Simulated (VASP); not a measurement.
A run of VASP 6.6.1 is set up as follows.

The input INCAR:

```
ALGO = Fast ; EDIFF = 1E-6
ENCUT = 520 ; GGA = PE
ISIF = 2 ; ISMEAR = 0
ISPIN = 2 ; LASPH = T
LCHARG = F ; LMAXMIX = 4
LORBIT = 11 ; LREAL = F
LWAVE = F ; MAGMOM = 3.2 0.75 0.75 0.75
NBANDS = 31 ; NELM = 150
PREC = Accurate ; SIGMA = 0.1
```

KPOINTS

```
k-points
0
Gamma
  12 12 12
```

The input POSCAR:

```
FeNi3
1.0
    3.6131914299      0.0000000000      0.0000000000
    0.0000000000      3.6131914299      0.0000000000
    0.0000000000      0.0000000000      3.6131914299
Fe Ni
1 3
Direct
    0.0000000000      0.0000000000      0.0000000000
    0.0000000000      0.5000000000      0.5000000000
    0.5000000000      0.0000000000      0.5000000000
    0.5000000000      0.5000000000      0.0000000000
```

Potentials or basis: VASP PAW PBE potentials, release 64 (Fe, Ni).

The run is started by

```bash
$ cat potpaw_PBE.64/Fe/POTCAR potpaw_PBE.64/Ni/POTCAR > POTCAR
$ mpirun -np 1 vasp_std > vasp.out
```

Problem. What does it give for the net moment?

Solution. 4.85 μB per cell.

Problem. Predict the pressure.

Solution. -9.9 GPa.

Caveat: the cell stands under tension.
